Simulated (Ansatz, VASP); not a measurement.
Bi4I3BrO4 in VASP and in Ansatz

```
CELL_PARAMETERS angstrom
3.96059 -3.96059 0.00000
3.96059 3.96059 0.00000
0.00000 0.00000 8.95748
ATOMIC_POSITIONS crystal
Bi 0.75000 0.25000 0.13993
Bi 0.25000 0.75000 0.13993
Bi 0.25000 0.25000 0.86425
Bi 0.75000 0.75000 0.86600
I 0.75000 0.25000 0.66278
I 0.25000 0.75000 0.66278
I 0.25000 0.25000 0.34199
Br 0.75000 0.75000 0.31164
O 0.00029 0.00029 0.00268
O 0.49971 0.49971 0.00268
O 0.00029 0.49971 0.00268
O 0.49971 0.00029 0.00268
```

Alike in both runs: functional PBEsol; k mesh 4 × 4 × 4; occupations gaussian, width 0.1 eV; no spin polarisation.

Ansatz relaxed the structure, and its values are those at the end. VASP's run is a single point on that final structure, the one shown.

```csv
,VASP,Ansatz
version,VASP 6.6.1,Ansatz 0.2.0
potentials or method,"VASP PAW PBE potentials, release 64 (Bi_d, I, Br, O), cutoff 520 eV","scalar-relativistic, plane waves, PAW"
valence electrons in the cell,112,142
```

|  | VASP | Ansatz | Ansatz less VASP |
| --- | --- | --- | --- |
| gap on the k mesh at the Fermi level (eV) | 1.55 | 1.56 | +0.009 |
| least direct gap on the mesh (eV) | 1.89 | 1.90 | +0.006 |
| pressure (GPa) | 0.3 | 0.2 | -0.08 |
| rms of the force components (eV/Å) | 0.014 | 0.002 | -0.0116 |

VASP's potentials were made for PBE, not for PBEsol. The functional is the same, so the differences come from potentials, cutoffs and numerics. VASP's potentials hold 112 valence electrons a cell and Ansatz's 142, so a difference there can come from the potentials and not from the codes.

Spin-orbit coupling is off throughout.
